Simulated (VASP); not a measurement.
Al16CN14 (a cell with a defect): electric field gradients with PBE

System: Al16CN14 (a cell with a defect).

```
Al N C
1.0
     6.25951    0.00000    0.00000
    -3.12976    5.42090    0.00000
     0.00000    0.00000   10.03481
Al N C
16 14 1
Direct
  0.34463 0.16379 0.25417
  0.17004 0.33720 0.49796
  0.33188 0.16409 0.75232
  0.16322 0.33057 0.00363
  0.33403 0.68334 0.24917
  0.17151 0.83893 0.49949
  0.33243 0.66732 0.75112
  0.15028 0.81899 0.01003
  0.83185 0.16522 0.25148
  0.67434 0.34112 0.49949
  0.83348 0.16641 0.74934
  0.66289 0.32944 0.99991
  0.83059 0.65849 0.24344
  0.67174 0.83552 0.49726
  0.83300 0.66649 0.74504
  0.66337 0.83273 0.99750
  0.33935 0.17549 0.44273
  0.17101 0.33191 0.19266
  0.32293 0.15827 0.94422
  0.16908 0.33296 0.69072
  0.33587 0.67296 0.43942
  0.32664 0.66528 0.94192
  0.17097 0.83376 0.69236
  0.83442 0.17020 0.44069
  0.66747 0.32697 0.18600
  0.83158 0.16739 0.93885
  0.66565 0.32875 0.69259
  0.66946 0.83377 0.18456
  0.82187 0.66213 0.93547
  0.66554 0.83278 0.69111
  0.84219 0.67441 0.43498
```

```yaml
Program: VASP 6.6.1
Task: electric field gradients
Functional: PBE
Potentials_or_basis: VASP PAW PBE potentials, release 64 (Al, N, C)
Cutoff: 520 eV
k_mesh: 1 × 1 × 1, shifted
Occupations: gaussian, width 0.01 eV
Spin: collinear spin
Fixed_moment: 1 μB
Dipole_correction: no
Charge: -1
Further_INCAR_settings: LREAL = Auto; ALGO = Normal; EDIFF = 1e-08; NBANDS = 86; ISYM = -1; NELECT = 123.0
```

The largest force is 0.019 eV/Å, the net moment is 1.00 μB per cell and the site moments are Al +0.08, +0.00, -0.00, +0.01, +0.02, +0.06 (each value once); N +0.03, +0.01, -0.00, +0.00, +0.04 (each value once); C -0.00 μB. The largest electric field gradient by atom is Al -18.3, -14.0, -9.9, +10.2, -17.4, -23.2, -12.6, +13.0, +11.9, -21.8, -10.7, +12.6, +34.2, -30.1, -12.5, +9.8; N +9.2, +22.1, +18.8, +14.1, -19.0, -14.1, +16.2, +17.0, -7.7, +16.6, +16.0, +20.2, +17.2, +16.3; C +13.4 V/Å² and the valence electrons inside the program's atomic spheres are Al 0.80, 0.81, 0.76, 0.84, 0.78, 0.82 (each value once); N 3.85, 3.80, 3.82, 3.84, 3.83, 3.86, 3.88 (each value once); C 2.54.

Forces on the atoms (eV/Å):
```
Al  -0.012 -0.004  0.006
Al  -0.007  0.008  0.004
Al   0.000 -0.001  0.000
Al  -0.003  0.002  0.007
Al   0.007  0.012 -0.004
Al  -0.001  0.005  0.007
Al   0.005 -0.008 -0.004
Al  -0.007  0.009 -0.016
Al   0.011  0.008 -0.006
Al   0.000 -0.007  0.011
Al   0.010 -0.001  0.005
Al  -0.005 -0.003 -0.005
Al  -0.011  0.001  0.000
Al  -0.007  0.004  0.009
Al   0.007 -0.002  0.002
Al  -0.004 -0.002 -0.007
N    0.005 -0.005  0.008
N   -0.008 -0.009 -0.002
N    0.010 -0.009  0.001
N   -0.003  0.003 -0.002
N    0.004 -0.007  0.008
N    0.006 -0.001  0.007
N   -0.005  0.001 -0.009
N    0.003 -0.002  0.005
N    0.010  0.010 -0.006
N    0.001 -0.004 -0.002
N   -0.006  0.006 -0.010
N   -0.002 -0.011  0.008
N    0.007  0.001  0.000
N   -0.006  0.002 -0.013
C    0.004  0.003 -0.004
```

Electric field gradients, principal values (V/Å²):
```tsv
atom	least	middle	greatest (by size)
1 Al	0.204	18.073	-18.277
2 Al	5.479	8.549	-14.028
3 Al	3.065	6.855	-9.920
4 Al	-1.268	-8.983	10.250
5 Al	0.512	16.937	-17.449
6 Al	5.421	17.750	-23.170
7 Al	4.705	7.921	-12.626
8 Al	-1.619	-11.382	13.001
9 Al	-4.529	-7.420	11.949
10 Al	3.760	18.008	-21.767
11 Al	2.847	7.898	-10.744
12 Al	-2.561	-9.996	12.558
13 Al	-3.004	-31.203	34.207
14 Al	12.472	17.598	-30.070
15 Al	4.438	8.049	-12.487
16 Al	-3.610	-6.207	9.818
17 N	-1.862	-7.381	9.244
18 N	-3.317	-18.761	22.078
19 N	-5.904	-12.940	18.844
20 N	-3.685	-10.395	14.079
21 N	4.851	14.104	-18.955
22 N	1.981	12.129	-14.110
23 N	-4.551	-11.660	16.211
24 N	-0.985	-16.045	17.030
25 N	1.532	6.212	-7.744
26 N	-6.264	-10.302	16.566
27 N	-5.491	-10.493	15.983
28 N	-1.922	-18.260	20.182
29 N	-7.160	-10.041	17.201
30 N	-7.278	-9.007	16.286
31 C	-1.130	-12.246	13.376
```

Wall time 2.7 min on 1 thread of AMD EPYC 7R13 Processor (Zen 3) (shared host), peak memory 0.55 GiB.

Caveat: the cell carries a net charge on a neutralising background, which shifts energy and pressure; without QUAD_EFG the Cq values of the log hold for a quadrupole moment of 1 mb, not for the nuclei; the total moment is fixed, so each spin has its own Fermi level and the state may be an excited one.
